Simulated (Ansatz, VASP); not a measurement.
**Two plane-wave programs on InSb3**

```xyz
4
Lattice="0.0000 3.6254 3.6621 3.6987 0.0000 3.6621 3.6987 3.6254 0.0000" Properties=species:S:1:pos:R:3 pbc="T T T"
In    0.0000    0.0000    0.0000
Sb    1.8493    1.8127    1.8310
Sb    5.5480    5.4382    5.4931
Sb    3.6987    3.6254    3.6621
```

Change from the starting cell: strain +0.0100 x Voigt [1, -1, 0, 0, 0, 0], atoms carried along.

Alike in both runs: task single point; functional PBEsol; dispersion D3(BJ); k mesh 12 × 12 × 12; occupations gaussian, width 0.15 eV; no spin polarisation.

|  | VASP | Ansatz |
| --- | --- | --- |
| version | VASP 6.6.1 | Ansatz 0.2.0 |
| potentials or method | VASP PAW PBE potentials, release 64 (In_d, Sb), cutoff 520 eV | scalar-relativistic, plane waves, PAW |
| valence electrons in the cell | 28 | 58 |

```tsv
	VASP	Ansatz	Ansatz less VASP
gap on the k mesh at the Fermi level (eV)	none	none	-
pressure (GPa)	0.3	0.3	0.00
traceless stress, the component that is largest in VASP (GPa)	-0.17	-0.17	-0.001
```

VASP's potentials were made for PBE, not for PBEsol. A gap of «none» marks a metal or a gap that the smearing closes. VASP's potentials hold 28 valence electrons a cell and Ansatz's 58, so a difference there can come from the potentials and not from the codes.

Neither program's run includes spin-orbit coupling.
